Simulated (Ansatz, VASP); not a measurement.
# ZnS in VASP and in Ansatz

Contents of INCAR:

```
  ALGO = Normal
  EDIFF = 1E-8
  ENCUT = 520
  GGA = PS
  ISIF = 2
  ISMEAR = -1
  LASPH = T
  LCHARG = F
  LEFG = T
  LREAL = F
  LWAVE = F
  NBANDS = 26
  NELM = 80
  PREC = Accurate
  SIGMA = 0.03
```

The input KPOINTS:

```
k-points
0
Gamma
  8 8 5
```

POSCAR

```
ZnS
1.0
    3.8109987816     -0.0381099878     -0.0381099878
   -1.9385036084      3.3194767525     -0.0139492237
   -0.0623400000     -0.0623400000      6.2340000000
Zn S
2 2
Direct
    0.3333333333      0.6666666667      0.0000000000
    0.6666666667      0.3333333333      0.5000000000
    0.3333333333      0.6666666667      0.3850000000
    0.6666666667      0.3333333333      0.8850000000
```

Input for Ansatz:

```yaml
crystal:
  lattice:
    - [3.8109987816, -0.0381099878, -0.0381099878]
    - [-1.9385036084, 3.3194767525, -0.0139492237]
    - [-0.06234, -0.06234, 6.234]
  atoms:
    - { symbol: Zn, position: [0.3333333333, 0.6666666667, 0.0] }
    - { symbol: Zn, position: [0.6666666667, 0.3333333333, 0.5] }
    - { symbol: S, position: [0.3333333333, 0.6666666667, 0.385] }
    - { symbol: S, position: [0.6666666667, 0.3333333333, 0.885] }
kpoints:
  mp_grid: { grid: [8, 8, 5] }
scf:
  occupations: { method: fermi_dirac, width: 0.03 }
hamiltonian:
  xc: pbesol
  pseudopotentials: { kind: all_electron, datasets: crystal }
output:
  forces: true
  stress: true
  eigenvalues: true
  efg: { contact_densities: true }
```

Change from the starting cell: equal xy, yz and zx shear strains of -2 %, crystal datasets.

Alike in both runs: task electric field gradients; functional PBEsol; k mesh 8 × 8 × 5; occupations fermi-dirac, width 0.03 eV; no spin polarisation.

|  | VASP | Ansatz |
| --- | --- | --- |
| version | VASP 6.6.1 | Ansatz 0.2.0 |
| potentials or method | VASP PAW PBE potentials, release 64 (Zn, S), cutoff 520 eV | all-electron PAW with datasets made for the crystal, scalar-relativistic |

Ansatz gave:

- gap on the k mesh at the Fermi level (eV): 2.04
- pressure (GPa): -1.2
- traceless stress, the component that is largest in VASP (GPa): -1.24
- rms of the force components (eV/Å): 0.204
- size of Vzz on the site where it differs most (V/Å²): 18.4

**Question.** What did VASP give for the same quantities?

**Answer.** gap on the k mesh at the Fermi level (eV): 2.04; pressure (GPa): -1.0; traceless stress, the component that is largest in VASP (GPa): -1.26; rms of the force components (eV/Å): 0.206; size of Vzz on the site where it differs most (V/Å²): 19.8.

VASP's potentials were made for PBE, not for PBEsol. Atom by atom the forces differ by 0.002 eV/Å (rms over components). Ansatz ran all-electron here, and VASP with PAW potentials.
